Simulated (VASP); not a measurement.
# ZnO (P6_3mc) in VASP: a series of runs

The runs below take ZnO through single point, with r2SCAN.

All numbers are computed with VASP 6.6.1; they aren't measurements. Logs are shortened: lines on timing, memory, paths and dates and some standing lists are left out, and cuts for length are marked.

### Step 1. The cell of the first run

Symmetry: P6_3mc, No. 186, hexagonal system. The conventional cell has a = 3.197 Å, b = 3.197 Å, c = 5.376 Å, α = 90.00°, β = 90.00°, γ = 120.00°. Zn (site symmetry 3m) has 4 O at 1.95 to 2.05 Å within 2.6 Å. Within 2.6 Å of O (site symmetry 3m) lie 4 Zn at 1.95 to 2.05 Å.

### Step 2. Single point, r2SCAN

POSCAR

```
ZnO
1.0
    3.1969799007      0.0000000000      0.0000000000
   -1.5984899503      2.7686658094      0.0000000000
    0.0000000000      0.0000000000      5.3758457155
Zn O
2 2
Direct
    0.3333333333      0.6666666667      0.0000000000
    0.6666666667      0.3333333333      0.5000000000
    0.3333333333      0.6666666667      0.3821000000
    0.6666666667      0.3333333333      0.8821000000
```

INCAR.step1

```
  ALGO = Normal
  EDIFF = 1E-4
  ENCUT = 520
  GGA = PE
  ISMEAR = 0
  LASPH = True
  LCHARG = False
  LREAL = False
  LWAVE = True
  NBANDS = 26
  NELM = 60
  PREC = Accurate
  SIGMA = 0.05
```

INCAR.step2

```
  ALGO = Normal
  EDIFF = 1E-7
  ENCUT = 520
  ISIF = 2
  ISMEAR = 0
  ISTART = 1
  LASPH = True
  LCHARG = False
  LMIXTAU = True
  LREAL = False
  LWAVE = False
  METAGGA = R2SCAN
  NBANDS = 26
  NELM = 60
  PREC = Accurate
  SIGMA = 0.05
```

KPOINTS

```
k-points
0
Gamma
  12 12 6
```

Potentials or basis: VASP PAW PBE potentials, release 64 (Zn, O).

On the command line:

```bash
> cat potpaw_PBE.64/Zn/POTCAR potpaw_PBE.64/O/POTCAR > POTCAR
> cp INCAR.step1 INCAR
> mpirun -np 1 vasp_std > vasp.out
> cp INCAR.step2 INCAR
> mpirun -np 1 vasp_std > vasp.out
```

OUTCAR:

```text
EDIFF = 1E-7
   ENCUT = 520
   ISIF = 2
   ISMEAR = 0
   ISTART = 1
   LASPH = True
   LREAL = False
   METAGGA = R2SCAN
   NELM = 60
   PREC = Accurate

 ion  position               nearest neighbor table
   1  0.333  0.667  0.000-   4 1.95   4 1.95   4 1.95   3 2.05
   2  0.667  0.333  0.500-   3 1.95   3 1.95   3 1.95   4 2.05
   3  0.333  0.667  0.382-   2 1.95   2 1.95   2 1.95   1 2.05
   4  0.667  0.333  0.882-   1 1.95   1 1.95   1 1.95   2 2.05

  LATTYP: Found a hexagonal cell.
 ALAT       =     3.1969799007
 C/A-ratio  =     1.6815387905

  Lattice vectors:

 A1 = (   3.1969799007,   0.0000000000,   0.0000000000)
 A2 = (  -1.5984899503,   2.7686658094,   0.0000000000)
 A3 = (   0.0000000000,   0.0000000000,   5.3758457155)

Analysis of symmetry for initial positions (statically):
=====================================================================
 Subroutine PRICEL returns:
 Original cell was already a primitive cell.

 Routine SETGRP: Setting up the symmetry group for a
 hexagonal supercell.

 Subroutine GETGRP returns: Found 12 space group operations
 (whereof  6 operations were pure point group operations)
 out of a pool of 24 trial point group operations.

The static configuration has the point symmetry C_3v.
 The point group associated with its full space group is C_6v.

Analysis of symmetry for dynamics (positions and initial velocities):
=====================================================================
 Subroutine PRICEL returns:
 Original cell was already a primitive cell.

 Routine SETGRP: Setting up the symmetry group for a
 hexagonal supercell.

 Subroutine GETGRP returns: Found 12 space group operations
 (whereof  6 operations were pure point group operations)
 out of a pool of 24 trial point group operations.

The dynamic configuration has the point symmetry C_3v.
 The point group associated with its full space group is C_6v.

 Subroutine INISYM returns: Found 12 space group operations
 (whereof  6 operations are pure point group operations),
 and found     1 'primitive' translations

----------------------------------------------------------------------------------------

                                     Primitive cell

  volume of cell :      47.5836

  direct lattice vectors                    reciprocal lattice vectors
     3.196979901  0.000000000  0.000000000     0.312795210  0.180592399  0.000000000
    -1.598489950  2.768665809  0.000000000     0.000000000  0.361184798  0.000000000
     0.000000000  0.000000000  5.375845715     0.000000000  0.000000000  0.186017243

  length of vectors
     3.196979901  3.196979901  5.375845715     0.361184798  0.361184798  0.186017243

  position of ions in fractional coordinates (direct lattice)
     0.333333333  0.666666667  0.000000000
     0.666666667  0.333333333  0.500000000
     0.333333333  0.666666667  0.382100000
     0.666666667  0.333333333  0.882100000

  ion indices of the primitive-cell ions
   primitive index   ion index
                 1           1
                 2           2
                 3           3
                 4           4

----------------------------------------------------------------------------------------

 KPOINTS: k-points

Automatic generation of k-mesh.
 Grid dimensions read from file:
 generate k-points for:   12   12    6

 Generating k-lattice:

  Cartesian coordinates                     Fractional coordinates (reciprocal lattice)
     0.026066268  0.015049367  0.000000000     0.083333333  0.000000000  0.000000000
     0.000000000  0.030098733  0.000000000     0.000000000  0.083333333  0.000000000
     0.000000000  0.000000000  0.031002874     0.000000000  0.000000000  0.166666667

  Length of vectors
     0.030098733  0.030098733  0.031002874

  Shift w.r.t. Gamma in fractional coordinates (k-lattice)
     0.000000000  0.000000000  0.000000000

 Subroutine IBZKPT returns following result:
 ===========================================

 Found     76 irreducible k-points:

 Following reciprocal coordinates:
            Coordinates               Weight
  0.000000  0.000000  0.000000      1.000000
  0.083333  0.000000  0.000000      6.000000
  0.166667  0.000000  0.000000      6.000000
  0.250000  0.000000  0.000000      6.000000
  0.333333  0.000000  0.000000      6.000000
  0.416667  0.000000  0.000000      6.000000
[... 16 lines left out ...]
  0.250000  0.000000  0.166667     12.000000
  0.333333  0.000000  0.166667     12.000000
 [... further k-points ...]
   k-points           NKPTS =     76   k-points in BZ     NKDIM =     76   number of bands    NBANDS=     26
   number of dos      NEDOS =    301   number of ions     NIONS =      4
   total plane-waves  NPLWV =  23040
   dimension x,y,z NGX =    24 NGY =   24 NGZ =   40
   dimension x,y,z NGXF=    48 NGYF=   48 NGZF=   80
   ions per type =               2   2
   NGX,Y,Z   is equivalent  to a cutoff of  12.48, 12.48, 12.37 a.u.
   NGXF,Y,Z  is equivalent  to a cutoff of  24.96, 24.96, 24.74 a.u.
 SYSTEM =  unknown system
   PREC   = accura    normal or accurate (medium, high low for compatibility)
   ISTART =      1    job   : 0-new  1-cont  2-samecut
   ICHARG =      0    charge: 1-file 2-atom 10-const
   ISPIN  =      1    spin polarized calculation?
   LNONCOLLINEAR =      F non collinear calculations
   LSORBIT =      F    spin-orbit coupling
   LASPH  =      T    aspherical Exc in radial PAW
   ENCUT  =  520.0 eV  38.22 Ry    6.18 a.u.   5.94  5.94 10.00*2*pi/ulx,y,z
   NELM   =     60;   NELMIN=  2; NELMDL=  0     # of ELM steps
   EDIFF  = 0.1E-06   stopping-criterion for ELM
   LREAL  =      F    real-space projection
   EDIFFG = 0.1E-05   stopping-criterion for IOM
   NSW    =      0    number of steps for IOM
   IBRION =     -1    ionic relax: 0-MD 1-quasi-New 2-CG
   NFREE  =      0    steps in history (QN), initial steepest desc. (CG)
   ISIF   =      2    stress and relaxation
   ISYM   =      2    0-nonsym 1-usesym 2-fastsym
   POTIM  = 0.5000    time-step for ionic-motion
   TEBEG  =    0.0;   TEEND  =   0.0 temperature during run
   PSTRESS=    0.0 pullay stress
   NELECT =      36.0000    total number of electrons
   NUPDOWN=      -1.0000    fix difference up-down
   EMIN   =  10.00;   EMAX   =-10.00  energy-range for DOS
   EFERMI =   0.00;   METHOD = LEGACY
   ISMEAR =     0;   SIGMA  =   0.05  broadening in eV -4-tet -1-fermi 0-gaus
   EFERMI_NEDOS =   21; number of points for ismear=-14 and -15
   IALGO  =     38    algorithm
   IMIX   =      4    mixing-type and parameters
     AMIX     =   0.40;   BMIX     =  1.00
     AMIX_MAG =   1.60;   BMIX_MAG =  1.00
  volume/ion in A,a.u.               =      11.90        80.28
  Fermi-wavevector in a.u.,A,eV,Ry     =   1.491729  2.818959 30.276436  2.225255
  Thomas-Fermi vector in A             =   2.604347
   LORBIT       =      0    0 simple, 1 ext, 2 COOP (PROOUT), +10 PAW based schemes
   METAGGA = R2SCAN    functional components
   LHFCALC =     F    Hartree Fock is set to
   AEXX    =    0.0000 exact exchange contribution
   IVDW    =     0    specifies the selected vdW correction
   LEPSILON=     F    determine dielectric tensor
   LRPA    =     F    only Hartree local field effects (RPA)
 non-spin polarized calculation
 Gauss-broadening in eV      SIGMA  =   0.05
  energy-cutoff  :      520.00
  volume of cell :       47.58
 maximum number of plane-waves:      1302
 NGX is ok and might be reduce to    24

 number of electron      36.0000003 magnetization

 Free energy of the ion-electron system (eV)
  ---------------------------------------------------
  ext. energy  EPLUGINS =         0.00000000
  ---------------------------------------------------
  free energy    TOTEN  =       -36.26677951 eV

  energy without entropy =      -36.26677951  energy(sigma->0) =      -36.26677951

 E-fermi :   1.1948     XC(G=0): -11.6633

 val. band max:        0.9081218147   @ k =   0.0000   0.0000   0.0000
 cond. band min:       2.0552021916   @ k =   0.0000   0.0000   0.0000
 fundamental gap:      1.1470803769
 Fermi energy:         1.1947989070

 k-point     1 :       0.0000    0.0000    0.0000
  band No.  band energies     occupation
      1     -18.2462      2.00000
      2     -17.6293      2.00000
      3      -5.0187      2.00000
      4      -5.0186      2.00000
      5      -4.9263      2.00000
      6      -4.9046      2.00000
[... 18 lines left out ...]
     25      16.2287      0.00000
     26      16.2289      0.00000

 k-point     2 :       0.0833    0.0000    0.0000
  band No.  band energies     occupation
      1     -18.2077      2.00000
      2     -17.6090      2.00000
      3      -5.0598      2.00000
      4      -4.9927      2.00000
      5      -4.8834      2.00000
      6      -4.8683      2.00000
[... 18 lines left out ...]
     25      15.6445      0.00000
     26      16.3269      0.00000

 k-point     3 :       0.1667    0.0000    0.0000
  band No.  band energies     occupation
      1     -18.0992      2.00000
      2     -17.5547      2.00000
      3      -5.1611      2.00000
      4      -4.9230      2.00000
      5      -4.8921      2.00000
      6      -4.7871      2.00000
[... 18 lines left out ...]
     25      15.3605      0.00000
     26      16.3821      0.00000

 k-point     4 :       0.2500    0.0000    0.0000
  band No.  band energies     occupation
      1     -17.9435      2.00000
      2     -17.4840      2.00000
      3      -5.2617      2.00000
      4      -4.9248      2.00000
      5      -4.8341      2.00000
      6      -4.6614      2.00000
[... 18 lines left out ...]
     25      15.3888      0.00000
     26      16.1664      0.00000
[... 496 lines left out ...]
      1     -18.0641      2.00000
      2     -17.5923      2.00000
      3      -5.1785      2.00000
      4      -4.9813      2.00000
      5      -4.9128      2.00000
      6      -4.8076      2.00000
[... 18 lines left out ...]
     25      15.2110      0.00000
     26      16.1772      0.00000

 k-point    23 :       0.2500    0.0000    0.1667
  band No.  band energies     occupation
      1     -17.9133      2.00000
      2     -17.5153      2.00000
      3      -5.2792      2.00000
      4      -5.0068      2.00000
      5      -4.8202      2.00000
      6      -4.6788      2.00000
[... 18 lines left out ...]
     25      15.3944      0.00000
     26      16.0570      0.00000

 k-point    24 :       0.3333    0.0000    0.1667
  band No.  band energies     occupation
      1     -17.7499      2.00000
      2     -17.4450      2.00000
      3      -5.3217      2.00000
      4      -5.0386      2.00000
      5      -4.7379      2.00000
      6      -4.5215      2.00000
[... 18 lines left out ...]
     25      15.3385      0.00000
     26      16.0516      0.00000

 [... further k-points ...]

------------------------ aborting loop because EDIFF is reached ----------------------------------------

  FORCE on cell =-STRESS in cart. coord.  units (eV):
  Direction    XX          YY          ZZ          XY          YZ          ZX
  --------------------------------------------------------------------------------------
  -------------------------------------------------------------------------------------
  Total        1.2129424      1.2129424     -1.9286125      0.0000000      0.0000000      0.0000000
  in kB       40.8407331     40.8407331    -64.9379125      0.0000000      0.0000000      0.0000000
  external PRESSURE =       5.5811846 kB  Pullay stress =       0.0000000 kB

 VOLUME and BASIS-vectors are now :
 -----------------------------------------------------------------------------
  energy-cutoff  :      520.00
  volume of cell :       47.58
      direct lattice vectors                 reciprocal lattice vectors
     3.196979901  0.000000000  0.000000000     0.312795210  0.180592399  0.000000000
    -1.598489950  2.768665809  0.000000000     0.000000000  0.361184798  0.000000000
     0.000000000  0.000000000  5.375845715     0.000000000  0.000000000  0.186017243

 POSITION                                       TOTAL-FORCE (eV/Angst)
 -----------------------------------------------------------------------------------
     -0.00000      1.84578      0.00000         0.000000      0.000000      0.397084
      1.59849      0.92289      2.68792         0.000000     -0.000000      0.397084
     -0.00000      1.84578      2.05411        -0.000000     -0.000000     -0.397084
      1.59849      0.92289      4.74203        -0.000000      0.000000     -0.397084
 -----------------------------------------------------------------------------------
    total drift:                                0.000001      0.000002     -0.007954

  FREE ENERGIE OF THE ION-ELECTRON SYSTEM (eV)
  ---------------------------------------------------
  free  energy   TOTEN  =       -36.2667795097 eV

  energy  without entropy=      -36.2667795097  energy(sigma->0) =      -36.26677951
```

It took 98 s on 1 thread of Intel Xeon 6975P-C (Granite Rapids), shared host; peak memory 0.22 GiB.

What came out:

```
Free energy            : -36.2668 eV
Pressure               : 0.6 GPa
Largest force          : 0.397 eV/Å
Band gap on the k mesh : 1.15 eV, direct
```

Forces on the atoms (eV/Å):
```
Zn   0.000  0.000  0.397
Zn   0.000  0.000  0.397
O    0.000  0.000 -0.397
O    0.000  0.000 -0.397
```

Stress tensor (GPa, compression positive):
```
 4.08  0.00  0.00
 0.00  4.08  0.00
 0.00  0.00 -6.49
```

Levels at points of the mesh, in eV from the valence-band top:
```
           k point  band 15  band 16  band 17  band 18  band 19  band 20  band 21  band 22
(0.00, 0.00, 0.00)    -0.69    -0.23     0.00     0.00     1.15     5.92     8.36    13.99
(0.50, 0.00, 0.00)    -2.86    -2.20    -1.37    -0.96     6.39     7.37     7.76     9.44
(0.00, 0.00, 0.50)    -0.34    -0.34    -0.34    -0.34     3.82     3.82    10.42    10.42
(0.50, 0.00, 0.50)    -1.56    -1.56    -1.55    -1.55     6.13     6.13     9.14     9.14
```

Caveat: the PAW data sets were made with another functional, which shifts forces and pressure a little.

### Step 3. Single point, r2SCAN

This run uses another cell than the first one, of the same volume but with other edges.

POSCAR

```
ZnO
1.0
    3.5003086662      0.0000000000      0.0000000000
   -1.7501543331      3.0313562261      0.0000000000
    0.0000000000      0.0000000000      4.4844988960
Zn O
2 2
Direct
    0.3333333333      0.6666666667      0.0000000000
    0.6666666667      0.3333333333      0.5000000000
    0.3333333333      0.6666666667      0.3821000000
    0.6666666667      0.3333333333      0.8821000000
```

INCAR.step1

```
  PREC = Accurate
  ENCUT = 520
  ISMEAR = 0
  SIGMA = 0.05
  LREAL = False
  LASPH = True
  NELM = 60
  NBANDS = 26
  GGA = PE
  ALGO = Normal
  EDIFF = 1E-4
  LWAVE = True
  LCHARG = False
```

INCAR.step2

```
  PREC = Accurate
  ENCUT = 520
  EDIFF = 1E-6
  ISMEAR = 0
  SIGMA = 0.05
  LREAL = False
  LASPH = True
  NELM = 60
  ALGO = Normal
  ISIF = 2
  LWAVE = False
  LCHARG = False
  METAGGA = R2SCAN
  LMIXTAU = True
  NBANDS = 26
  ISTART = 1
```

KPOINTS

```
regular mesh
0
Gamma
  12 12 6
```

Potentials or basis: VASP PAW PBE potentials, release 64 (Zn, O).

On the command line:

```bash
> cat potpaw_PBE.64/Zn/POTCAR potpaw_PBE.64/O/POTCAR > POTCAR
> cp INCAR.step1 INCAR
> mpirun -np 1 vasp_std > vasp.out
> cp INCAR.step2 INCAR
> mpirun -np 1 vasp_std > vasp.out
```

Run time: 2.7 min. Hardware: 1 thread of Intel Xeon 6975P-C (Granite Rapids), shared host; peak memory 0.22 GiB.

The run converged. Its results:

| Property | Result |
| --- | --- |
| Free energy | -34.9378 eV |
| Pressure | 12.2 GPa |
| Largest force | 4.532 eV/Å |
| Band gap on the k mesh | 1.25 eV, direct |

Forces in eV/Å, atoms in the order of the input:
```
Zn   0.000  0.000 -4.532
Zn   0.000  0.000 -4.532
O    0.000  0.000  4.532
O    0.000  0.000  4.532
```

Stress tensor (GPa, compression positive):
```
-10.16   0.00   0.00
  0.00 -10.16   0.00
  0.00   0.00  56.99
```

Levels at points of the mesh, in eV from the valence-band top:
| k point | band 15 | band 16 | band 17 | band 18 | band 19 | band 20 | band 21 | band 22 |
| --- | --- | --- | --- | --- | --- | --- | --- | --- |
| (0.00, 0.00, 0.00) | -1.54 | -0.13 | -0.13 | 0.00 | 1.25 | 5.29 | 11.10 | 11.86 |
| (0.50, 0.00, 0.00) | -3.00 | -2.63 | -1.10 | -0.59 | 5.99 | 6.79 | 7.97 | 9.71 |
| (0.00, 0.00, 0.50) | -0.77 | -0.77 | -0.77 | -0.77 | 4.34 | 4.34 | 12.04 | 12.04 |
| (0.50, 0.00, 0.50) | -1.61 | -1.61 | -0.55 | -0.55 | 6.42 | 6.42 | 8.62 | 8.62 |

Caveat: the PAW data sets were made with another functional, which shifts forces and pressure a little.

### Step 4. Single point, r2SCAN

This run uses another cell than the first one, of the same volume but with other edges.

POSCAR

```
ZnO
1.0
    2.9772951375      0.0000000000      0.0000000000
   -1.4886475687      2.5784132237      0.0000000000
    0.0000000000      0.0000000000      6.1984461370
Zn O
2 2
Direct
    0.3333333333      0.6666666667      0.0000000000
    0.6666666667      0.3333333333      0.5000000000
    0.3333333333      0.6666666667      0.3821000000
    0.6666666667      0.3333333333      0.8821000000
```

INCAR.step1

```
PREC = Accurate
ENCUT = 520
ISMEAR = 0
SIGMA = 0.05
LREAL = False
LASPH = True
NELM = 100
NBANDS = 26
GGA = PE
ALGO = Normal
EDIFF = 1E-4
LWAVE = True
LCHARG = False
```

INCAR.step2

```
PREC = Accurate
ENCUT = 520
EDIFF = 1E-6
ISMEAR = 0
SIGMA = 0.05
LREAL = False
LASPH = True
NELM = 100
ALGO = Normal
ISIF = 2
LWAVE = False
LCHARG = False
METAGGA = R2SCAN
LMIXTAU = True
NBANDS = 26
ISTART = 1
```

KPOINTS is that of step 3.

On the command line:

```bash
> cat potpaw_PBE.64/Zn/POTCAR potpaw_PBE.64/O/POTCAR > POTCAR
> cp INCAR.step1 INCAR
> mpirun -np 1 vasp_std > vasp.out
> cp INCAR.step2 INCAR
> mpirun -np 1 vasp_std > vasp.out
```

It took 4.2 min on 1 thread of Intel Xeon 6975P-C, shared host; peak memory 0.22 GiB.

It converged, with:

```
Free energy            : -35.0008 eV
Pressure               : 12.8 GPa
Largest force          : 1.062 eV/Å
Band gap on the k mesh : 0.35 eV, direct
```

Forces in eV/Å, atoms in the order of the input:
```
Zn   0.000  0.000  1.062
Zn   0.000  0.000  1.062
O    0.000  0.000 -1.062
O    0.000  0.000 -1.062
```

Stress tensor (GPa, compression positive):
```
 28.41   0.00   0.00
  0.00  28.41   0.00
  0.00   0.00 -18.37
```

Levels at points of the mesh, in eV from the valence-band top:
| k point | band 15 | band 16 | band 17 | band 18 | band 19 | band 20 | band 21 | band 22 |
| --- | --- | --- | --- | --- | --- | --- | --- | --- |
| (0.00, 0.00, 0.00) | -0.30 | -0.30 | 0.00 | 0.00 | 0.35 | 5.44 | 7.24 | 11.30 |
| (0.50, 0.00, 0.00) | -2.87 | -1.87 | -1.78 | -1.19 | 5.74 | 6.56 | 6.87 | 8.47 |
| (0.00, 0.00, 0.50) | -0.15 | -0.15 | -0.15 | -0.15 | 2.98 | 2.98 | 9.33 | 9.33 |
| (0.50, 0.00, 0.50) | -2.20 | -2.20 | -1.48 | -1.48 | 5.36 | 5.36 | 8.47 | 8.47 |

Caveat: the PAW data sets were made with another functional, which shifts forces and pressure a little.

### Step 5. The runs side by side

```tsv
cell	gap on the mesh (eV)	pressure (GPa)	largest force (eV/Å)
a = 3.197, b = 3.197, c = 5.376 Å, angles 90.0, 90.0, 120.0°, 4 atoms	1.15	0.6	0.40
a = 3.500, b = 3.500, c = 4.484 Å, angles 90.0, 90.0, 120.0°, 4 atoms	1.25	12.2	4.53
a = 2.977, b = 2.977, c = 6.198 Å, angles 90.0, 90.0, 120.0°, 4 atoms	0.35	12.8	1.06
```

Alike in all rows: task single point; level r2SCAN; potentials or basis VASP PAW PBE potentials, release 64 (Zn, O); no spin polarisation; k mesh 12 × 12 × 6; cutoff (eV) 520; smearing gaussian 0.05 eV.

Caveats: the PAW data sets were made with another functional, which shifts forces and pressure a little.

Absolute energies hang on the potentials; compare differences alone.
